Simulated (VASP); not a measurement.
# SrW (R-3m) in VASP: a series of runs

SrW is run at these levels: PBE; tasks: single point, relaxation of cell and atoms.

All numbers are computed with VASP 6.6.1; they aren't measurements. Logs are shortened: lines on timing, memory, paths and dates and some standing lists are left out, and cuts for length are marked.

**1. The cell of the first run**

Symmetry: R-3m, No. 166, trigonal system. The conventional cell has a = 3.057 Å, b = 3.057 Å, c = 16.887 Å, α = 90.00°, β = 90.00°, γ = 120.00°. Within 4.0 Å of Sr (site symmetry -3m) lie 6 Sr at 3.06 Å and 6 W at 3.32 Å. W (site symmetry -3m) has 6 W at 3.06 Å and 6 Sr at 3.32 Å within 4.0 Å.

**2. Single point, PBE**

INCAR reads:

```
SYSTEM = SrW
ALGO     = Normal         ! electronic algorithm
EDIFF    = 1E-6           ! SCF threshold, eV
ENCUT    = 520            ! plane-wave cutoff, eV
GGA      = PE             ! functional
ISIF     = 2              ! what is computed and relaxed
ISMEAR   = 0              ! smearing method
LASPH    = .True.         ! aspherical terms in the spheres
LCHARG   = .True.         ! write CHGCAR
LELF     = .True.         ! ELF
LREAL    = .False.        ! projectors in reciprocal space
LVHAR    = .True.       
LWAVE    = .False.        ! write WAVECAR
NBANDS   = 19             ! bands
NELM     = 100            ! most SCF steps
PREC     = Accurate       ! precision mode
SIGMA    = 0.1            ! smearing width, eV
```

KPOINTS reads:

```
k-points
0
Gamma
  24 24 24
  0 0 0
```

POSCAR reads:

```
SrW
1.0
    1.5283074425      0.8823687133      5.6290222081
   -1.5283074425      0.8823687133      5.6290222081
    0.0000000000     -1.7647374267      5.6290222081
Sr W
1 1
Direct
    0.5000000000      0.5000000000      0.5000000000
    0.0000000000      0.0000000000      0.0000000000
```

Potentials or basis: VASP PAW PBE potentials, release 64 (Sr_sv, W_sv).

Launch:

```console
cat potpaw_PBE.64/Sr_sv/POTCAR potpaw_PBE.64/W_sv/POTCAR > POTCAR
mpirun -np 1 vasp_std > vasp.out
```

OUTCAR:

```text
SYSTEM = SrW
   EDIFF = 1E-6
   ENCUT = 520
   GGA = PE
   ISIF = 2
   ISMEAR = 0
   LASPH = .True.
   LREAL = .False.
   NELM = 100
   PREC = Accurate

 ion  position               nearest neighbor table
   1  0.500  0.500  0.500-   2 3.32   2 3.32   2 3.32   2 3.32   2 3.32   2 3.32
   2  0.000  0.000  0.000-   1 3.32   1 3.32   1 3.32   1 3.32   1 3.32   1 3.32

  LATTYP: Found a trigonal (rhomboedric) cell.
 ALAT       =     5.8991685180
 COS(alpha) =     0.8657637391

  Lattice vectors:

 A1 = (   1.5283074425,   0.8823687133,   5.6290222081)
 A2 = (  -1.5283074425,   0.8823687133,   5.6290222081)
 A3 = (   0.0000000000,  -1.7647374267,   5.6290222081)

Analysis of symmetry for initial positions (statically):
=====================================================================
 Subroutine PRICEL returns:
 Original cell was already a primitive cell.

 Routine SETGRP: Setting up the symmetry group for a
 trigonal (rhombohedral) supercell.

 Subroutine GETGRP returns: Found 12 space group operations
 (whereof 12 operations were pure point group operations)
 out of a pool of 12 trial point group operations.

The static configuration has the point symmetry D_3d.

Analysis of symmetry for dynamics (positions and initial velocities):
=====================================================================
 Subroutine PRICEL returns:
 Original cell was already a primitive cell.

 Routine SETGRP: Setting up the symmetry group for a
 trigonal (rhombohedral) supercell.

 Subroutine GETGRP returns: Found 12 space group operations
 (whereof 12 operations were pure point group operations)
 out of a pool of 12 trial point group operations.

The dynamic configuration has the point symmetry D_3d.

 Subroutine INISYM returns: Found 12 space group operations
 (whereof 12 operations are pure point group operations),
 and found     1 'primitive' translations

----------------------------------------------------------------------------------------

                                     Primitive cell

  volume of cell :      45.5455

  direct lattice vectors                    reciprocal lattice vectors
     1.528307443  0.882368713  5.629022208     0.327159305  0.188885513  0.059216916
    -1.528307443  0.882368713  5.629022208    -0.327159305  0.188885513  0.059216916
     0.000000000 -1.764737427  5.629022208     0.000000000 -0.377771025  0.059216916

  length of vectors
     5.899168518  5.899168518  5.899168518     0.382384088  0.382384088  0.382384088

  position of ions in fractional coordinates (direct lattice)
     0.500000000  0.500000000  0.500000000
     0.000000000  0.000000000  0.000000000

  ion indices of the primitive-cell ions
   primitive index   ion index
                 1           1
                 2           2

----------------------------------------------------------------------------------------

 KPOINTS: k-points

Automatic generation of k-mesh.
 Grid dimensions read from file:
 generate k-points for:   24   24   24

 Generating k-lattice:

  Cartesian coordinates                     Fractional coordinates (reciprocal lattice)
     0.013631638  0.007870230  0.002467371     0.041666667 -0.000000000  0.000000000
    -0.013631638  0.007870230  0.002467371    -0.000000000  0.041666667  0.000000000
     0.000000000 -0.015740459  0.002467371     0.000000000  0.000000000  0.041666667

  Length of vectors
     0.015932670  0.015932670  0.015932670

  Shift w.r.t. Gamma in fractional coordinates (k-lattice)
     0.000000000  0.000000000  0.000000000

 Subroutine IBZKPT returns following result:
 ===========================================

 Found   1313 irreducible k-points:

 Following reciprocal coordinates:
            Coordinates               Weight
  0.000000  0.000000  0.000000      1.000000
  0.041667  0.000000  0.000000      6.000000
  0.083333  0.000000  0.000000      6.000000
  0.125000 -0.000000  0.000000      6.000000
  0.166667  0.000000 -0.000000      6.000000
  0.208333 -0.000000 -0.000000      6.000000
[... 16 lines left out ...]
  0.416667  0.041667 -0.000000     12.000000
  0.458333  0.041667  0.000000     12.000000
 [... further k-points ...]
   k-points           NKPTS =   1313   k-points in BZ     NKDIM =   1313   number of bands    NBANDS=     19
   number of dos      NEDOS =    301   number of ions     NIONS =      2
   total plane-waves  NPLWV = 110592
   dimension x,y,z NGX =    48 NGY =   48 NGZ =   48
   dimension x,y,z NGXF=    96 NGYF=   96 NGZF=   96
   ions per type =               1   1
   NGX,Y,Z   is equivalent  to a cutoff of  13.53, 13.53, 13.53 a.u.
   NGXF,Y,Z  is equivalent  to a cutoff of  27.05, 27.05, 27.05 a.u.
 SYSTEM =  SrW
   PREC   = accura    normal or accurate (medium, high low for compatibility)
   ISTART =      0    job   : 0-new  1-cont  2-samecut
   ICHARG =      2    charge: 1-file 2-atom 10-const
   ISPIN  =      1    spin polarized calculation?
   LNONCOLLINEAR =      F non collinear calculations
[... 88 lines left out ...]
      3     -31.6760      2.00000
      4     -31.6538      2.00000
      5     -29.5762      2.00000
      6     -11.4501      2.00000
[... 11 lines left out ...]
     18      10.5617      0.00000
     19      14.2026      0.00000

 k-point     4 :       0.1250   -0.0000    0.0000
  band No.  band energies     occupation
      1     -67.7733      2.00000
      2     -31.9641      2.00000
      3     -31.7104      2.00000
      4     -31.6620      2.00000
      5     -29.5379      2.00000
      6     -11.4101      2.00000
[... 11 lines left out ...]
     18      10.8727      0.00000
     19      13.9915      0.00000

 k-point     5 :       0.1667    0.0000   -0.0000
  band No.  band energies     occupation
      1     -67.7705      2.00000
      2     -31.9581      2.00000
      3     -31.7549      2.00000
      4     -31.6727      2.00000
      5     -29.4875      2.00000
      6     -11.3572      2.00000
[... 11 lines left out ...]
     18      11.3147      0.00000
     19      13.7646      0.00000

 k-point     6 :       0.2083   -0.0000   -0.0000
  band No.  band energies     occupation
      1     -67.7673      2.00000
      2     -31.9510      2.00000
      3     -31.8063      2.00000
      4     -31.6852      2.00000
      5     -29.4279      2.00000
      6     -11.4784      2.00000
[... 11 lines left out ...]
     18      11.8831      0.00000
     19      13.4616      0.00000

 k-point     7 :       0.2500   -0.0000    0.0000
  band No.  band energies     occupation
      1     -67.7639      2.00000
      2     -31.9434      2.00000
      3     -31.8611      2.00000
      4     -31.6985      2.00000
      5     -29.3629      2.00000
      6     -11.8271      2.00000
[... 11 lines left out ...]
     18      12.5656      0.00000
     19      13.1566      0.00000

 k-point     8 :       0.2917    0.0000   -0.0000
  band No.  band energies     occupation
      1     -67.7604      2.00000
      2     -31.9359      2.00000
      3     -31.9154      2.00000
      4     -31.7117      2.00000
      5     -29.2968      2.00000
      6     -12.1615      2.00000
[... 256 lines left out ...]
 k-point    20 :       0.2917    0.0417   -0.0000
  band No.  band energies     occupation
      1     -67.7619      2.00000
      2     -31.9393      2.00000
      3     -31.8896      2.00000
      4     -31.7083      2.00000
      5     -29.3255      2.00000
      6     -12.0026      2.00000
[... 11 lines left out ...]
     18      12.7624      0.00000
     19      13.0463      0.00000

 k-point    21 :       0.3333    0.0417   -0.0000
  band No.  band energies     occupation
      1     -67.7586      2.00000
      2     -31.9414      2.00000
      3     -31.9318      2.00000
      4     -31.7216      2.00000
      5     -29.2610      2.00000
      6     -12.3165      2.00000
[... 11 lines left out ...]
     18      12.5057      0.00000
     19      13.2041      0.00000

 k-point    22 :       0.3750    0.0417   -0.0000
  band No.  band energies     occupation
      1     -67.7556      2.00000
      2     -31.9874      2.00000
      3     -31.9253      2.00000
      4     -31.7336      2.00000
      5     -29.2023      2.00000
      6     -12.5890      2.00000
[... 11 lines left out ...]
     18      12.2817      0.00000
     19      13.2585      0.00000

 k-point    23 :       0.4167    0.0417   -0.0000
  band No.  band energies     occupation
      1     -67.7532      2.00000
      2     -32.0248      2.00000
      3     -31.9199      2.00000
      4     -31.7433      2.00000
      5     -29.1537      2.00000
      6     -12.8061      2.00000
[... 11 lines left out ...]
     18      12.0942      0.00000
     19      13.5981      0.00000

 k-point    24 :       0.4583    0.0417    0.0000
  band No.  band energies     occupation
      1     -67.7515      2.00000
      2     -32.0511      2.00000
      3     -31.9160      2.00000
      4     -31.7501      2.00000
      5     -29.1190      2.00000
      6     -12.9569      2.00000
[... 11 lines left out ...]
     18      12.1732      0.00000
     19      14.0017      0.00000

 [... further k-points ...]

------------------------ aborting loop because EDIFF is reached ----------------------------------------

  FORCE on cell =-STRESS in cart. coord.  units (eV):
  Direction    XX          YY          ZZ          XY          YZ          ZX
  --------------------------------------------------------------------------------------
  -------------------------------------------------------------------------------------
  Total        0.0892209      0.0892209      0.1165682      0.0000000     -0.0000000      0.0000000
  in kB        3.1385739      3.1385739      4.1005833      0.0000000     -0.0000000      0.0000000
  external PRESSURE =       3.4592437 kB  Pullay stress =       0.0000000 kB

 VOLUME and BASIS-vectors are now :
 -----------------------------------------------------------------------------
  energy-cutoff  :      520.00
  volume of cell :       45.55
      direct lattice vectors                 reciprocal lattice vectors
     1.528307443  0.882368713  5.629022208     0.327159305  0.188885513  0.059216916
    -1.528307443  0.882368713  5.629022208    -0.327159305  0.188885513  0.059216916
     0.000000000 -1.764737427  5.629022208     0.000000000 -0.377771025  0.059216916

 POSITION                                       TOTAL-FORCE (eV/Angst)
 -----------------------------------------------------------------------------------
      0.00000     -0.00000      8.44353         0.000000      0.000000      0.000000
      0.00000      0.00000      0.00000        -0.000000     -0.000000     -0.000000
 -----------------------------------------------------------------------------------
    total drift:                                0.000000      0.000000     -0.000000

  FREE ENERGIE OF THE ION-ELECTRON SYSTEM (eV)
  ---------------------------------------------------
  free  energy   TOTEN  =       -11.4948136401 eV

  energy  without entropy=      -11.4868204809  energy(sigma->0) =      -11.49081706
```

Wall time 53 min (1 thread of Intel Xeon Platinum 8259CL at 2.50GHz (Skylake/Cascade Lake), shared host); peak memory 1.3 GiB.

What came out:

```yaml
Free_energy: -11.4948 eV
Pressure: 0.3 GPa
Band_gap_on_the_k_mesh: zero (band 12 reaches 6.80 eV, above the bottom of band 13 at 5.45 eV)
```

Levels at points of the mesh, in eV from the Fermi level:
```csv
k point,band 8,band 9,band 10,band 11,band 12,band 13,band 14,band 15,band 16,band 17
"(0.00, 0.00, 0.00)",-16.49,-6.32,-2.57,0.11,0.11,0.62,1.09,1.88,1.88,4.21
"(0.50, 0.00, 0.00)",-17.06,-3.11,-1.65,-1.09,-0.62,-0.10,1.38,1.45,4.05,5.79
"(0.50, 0.50, 0.00)",-17.03,-3.58,-2.69,-2.03,0.47,1.03,1.39,4.05,4.44,4.55
"(0.50, 0.50, 0.50)",-16.49,-5.51,-2.56,-0.89,0.16,0.16,0.83,2.18,2.18,3.79
```

Caveat: spin-orbit coupling is left out, which moves the levels of the heavy elements.

**3. Single point, PBE**

This run uses another cell than the first one, of 22.92 Å³/atom, 1.006 times its volume.

INCAR reads:

```
SYSTEM = SrW
  PREC = Accurate
  ENCUT = 520
  EDIFF = 1E-6
  ISMEAR = 0
  SIGMA = 0.1
  LREAL = .FALSE.
  LASPH = .TRUE.
  NELM = 100
  ALGO = Normal
  ISIF = 2
  LWAVE = .FALSE.
  LCHARG = .TRUE.
  GGA = PE
  LELF = .TRUE.
  LVHAR = .TRUE.
  NBANDS = 19
```

KPOINTS reads:

```
Automatic mesh
0
G
  6 6 6
  0 0 0
```

POSCAR reads:

```
SrW
1.0
    1.5318977542      0.8844415824      5.6379532970
   -1.5318977542      0.8844415824      5.6379532970
    0.0000000000     -1.7688831598      5.6379532978
Sr W
1 1
Direct
    0.5000000000      0.5000000000      0.5000000000
    0.0000000000      0.0000000000      0.0000000000
```

Potentials or basis: VASP PAW PBE potentials, release 64 (Sr_sv, W_sv).

Launch:

```console
cat potpaw_PBE.64/Sr_sv/POTCAR potpaw_PBE.64/W_sv/POTCAR > POTCAR
mpirun -np 1 vasp_std > vasp.out
```

Wall time 1.7 min (1 thread of Intel Xeon Platinum 8259CL at 2.50GHz (Skylake/Cascade Lake), shared host); peak memory 0.32 GiB.

The run converged. Its results:

```
Free energy            : -11.4664 eV
Pressure               : 0.3 GPa
Band gap on the k mesh : zero (band 12 reaches 6.52 eV, above the bottom of band 13 at 5.39 eV)
```

Levels at points of the mesh, in eV from the Fermi level:
```
           k point  band 10  band 11  band 12  band 13  band 14  band 15
(0.00, 0.00, 0.00)    -2.53     0.16     0.16     0.65     1.12     1.88
(0.50, 0.00, 0.00)    -1.60    -1.04    -0.57    -0.10     1.39     1.51
(0.50, 0.50, 0.00)    -2.63    -1.98     0.51     1.04     1.44     4.04
(0.50, 0.50, 0.50)    -2.53    -0.88     0.21     0.21     0.89     2.17
```

Caveat: the k points lie up to 0.40 Å⁻¹ apart; spin-orbit coupling is left out, which moves the levels of the heavy elements.

**4. Relaxation of cell and atoms, PBE**

This run uses another cell than the first one, of 36.46 Å³/atom, 1.601 times its volume.

INCAR reads:

```
  ALGO = Normal
  EDIFF = 1E-7
  EDIFFG = -0.04
  ENCUT = 600
  GGA = PE
  IBRION = 2
  ISIF = 3
  ISMEAR = 0
  LASPH = True
  LCHARG = False
  LREAL = False
  LWAVE = False
  NELM = 100
  NSW = 90
  PREC = Accurate
  SIGMA = 0.1
```

KPOINTS reads:

```
k-points
0
Gamma
  6 6 6
```

POSCAR reads:

```
SrW
1.0
    1.9515837700      1.1267474200      5.5263892300
   -1.9515837700      1.1267474200      5.5263892300
    0.0000000000     -2.2534948300      5.5263892300
Sr W
1 1
Direct
    0.5000000000      0.5000000000      0.5000000000
    0.0000000000      0.0000000000      0.0000000000
```

Launch:

```console
cat potpaw_PBE.64/Sr_sv/POTCAR potpaw_PBE.64/W_sv/POTCAR > POTCAR
mpirun -np 1 vasp_std > vasp.out
```

Wall time 8.1 min (1 thread of Intel Xeon Platinum 8259CL at 2.50GHz (Skylake/Cascade Lake), shared host); peak memory 0.4 GiB.

The run converged. Its results:

```
Free energy                            : -11.4675 eV
Relaxed volume                         : 23.04 Å³/atom
Relaxed cell                           : a = 5.908 Å, b = 5.908 Å, c = 5.908 Å, α = 30.15°, β = 30.15°, γ = 30.15°
Space group after relaxing (to 0.05 Å) : R-3m (No. 166)
Energy gained by relaxing              : 956.2 meV/atom
Ionic steps                            : 7
Pressure after relaxing                : -0.1 GPa
Band gap on the k mesh                 : zero (band 12 reaches 6.51 eV, above the bottom of band 13 at 5.35 eV)
```

Stress tensor (GPa, compression positive):
```
-0.21  0.00  0.00
 0.00 -0.21  0.00
 0.00  0.00  0.18
```

Step by step:
| step | energy change (eV) | largest force (eV/Å) | pressure (GPa) | volume (Å³) |
| --- | --- | --- | --- | --- |
| 1 | 0.0000 | 0.0000 | -11.03 | 72.91 |
| 2 | -1.5072 | 0.0000 | -2.17 | 49.40 |
| 3 | -1.5674 | 0.0000 | 2.19 | 46.21 |
| 4 | -1.8555 | 0.0000 | 6.43 | 43.01 |
| 5 | -1.8668 | 0.0000 | 5.42 | 43.48 |
| 6 | -1.8859 | 0.0000 | -3.57 | 48.20 |
| 7 | -1.9123 | 0.0000 | -0.08 | 46.08 |

Final structure:
```yaml
crystal:
  lattice:
    - [1.53636, 0.88702, 5.63511]
    - [-1.53636, 0.88702, 5.63511]
    - [0.00000, -1.77404, 5.63511]
  atoms:
    - { symbol: Sr, position: [0.50000, 0.50000, 0.50000] }
    - { symbol: W, position: [0.00000, 0.00000, 0.00000] }
```

Levels at points of the mesh, in eV from the Fermi level:
```
           k point  band 8  band 9  band 10  band 11  band 12  band 13  band 14  band 15  band 16
(0.00, 0.00, 0.00)  -16.48   -6.21    -2.52     0.16     0.16     0.68     1.12     1.85     1.85
(0.50, 0.00, 0.00)  -17.02   -2.99    -1.58    -1.03    -0.55    -0.10     1.37     1.51     4.00
(0.50, 0.50, 0.00)  -17.00   -3.47    -2.61    -1.97     0.55     1.02     1.43     4.00     4.54
(0.50, 0.50, 0.50)  -16.49   -5.39    -2.54    -0.87     0.21     0.21     0.91     2.14     2.14
```

Caveat: the volume moved by over 15 % at a fixed basis, so the end points are rough; spin-orbit coupling is left out, which moves the levels of the heavy elements.

**5. The runs side by side**

| task | cell | k mesh | cutoff (eV) | gap on the mesh (eV) | pressure (GPa) |
| --- | --- | --- | --- | --- | --- |
| single point | a = 5.899 Å, angles 30.0°, 2 atoms | 24 × 24 × 24 | 520 | none | 0.3 |
| single point | a = 5.909 Å, angles 30.1°, 2 atoms | 6 × 6 × 6 | 520 | none | 0.3 |
| relaxation of cell and atoms | relaxed from a = 5.968 Å, angles 38.2°, 2 atoms | 6 × 6 × 6 | 600 | none | -0.1 |

Alike in all rows: level PBE; potentials or basis VASP PAW PBE potentials, release 64 (Sr_sv, W_sv); no spin polarisation; smearing gaussian 0.1 eV.

Caveats: some runs use coarse meshes; spin-orbit coupling is left out, which moves the levels of the heavy elements; the volume moved by over 15 % at a fixed basis, so the end points are rough (some runs).

Total energies depend on the potentials used, so only differences within one code and one set of settings carry meaning.
